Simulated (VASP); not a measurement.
## P: single point with r2SCAN+D3(BJ)

The system is P.

```xyz
4
Lattice="1.6480 -5.3069 0.0000 1.6480 5.3069 0.0000 0.0000 0.0000 4.4421" Properties=species:S:1:pos:R:3 pbc="T T T"
P     1.6480   -4.2489    0.3759
P     1.6480   -1.0580    2.5969
P     1.6480    4.2489    4.0662
P     1.6480    1.0580    1.8452
```

```json
{
  "Program": "VASP 6.6.1",
  "Task": "single point",
  "Functional": "r2SCAN",
  "Dispersion": "D3(BJ)",
  "Potentials or basis": "VASP PAW PBE potentials, release 64 (P)",
  "Cutoff": "520 eV",
  "k mesh": "12 × 12 × 8",
  "Occupations": "gaussian, width 0.01 eV",
  "Spin": "no spin polarisation",
  "Dipole correction": "no",
  "Further INCAR settings": "ALGO = Normal; EDIFF = 1e-07; NBANDS = 18"
}
```

```
Pressure                   : -0.7 GPa
Largest force              : 0.102 eV/Å
Band gap on the k mesh     : 0.03 eV
Dispersion energy per atom : -0.169 eV
```

Forces on the atoms (eV/Å):
```
P    0.000 -0.062  0.080
P    0.000  0.062  0.080
P    0.000  0.062 -0.080
P    0.000 -0.062 -0.080
```

Stress tensor (GPa, compression positive):
```
-0.71  0.00  0.00
 0.00 -0.59  0.00
 0.00  0.00 -0.71
```

Levels at points of the mesh, in eV from the valence-band top:
```tsv
k point	band 6	band 7	band 8	band 9	band 10	band 11	band 12	band 13	band 14	band 15
(0.00, 0.00, 0.00)	-5.06	-4.47	-3.15	-2.93	-1.56	0.58	1.17	2.01	3.01	5.56
(0.50, 0.00, 0.00)	-5.92	-3.72	-3.72	-2.93	-2.93	0.80	0.80	1.36	1.36	3.43
(0.50, 0.50, 0.00)	-5.84	-4.62	-2.68	-1.83	0.00	0.03	0.81	2.34	2.84	5.69
(0.00, 0.00, 0.50)	-5.01	-3.61	-3.61	-1.68	-1.68	1.57	1.57	2.79	2.79	4.95
(0.50, 0.00, 0.50)	-6.14	-5.81	-5.81	-2.17	-2.17	1.71	1.71	3.83	3.83	5.51
(0.50, 0.50, 0.50)	-3.65	-2.99	-2.99	-1.99	-1.99	1.49	1.49	2.72	2.72	3.15
```

Wall time 26 min on 1 thread of Intel Xeon 8259CL, with other jobs on the host, peak memory 0.39 GiB.

Caveat: the PAW data sets were made with another functional, which shifts forces and pressure a little. A k mesh can miss the band edges.
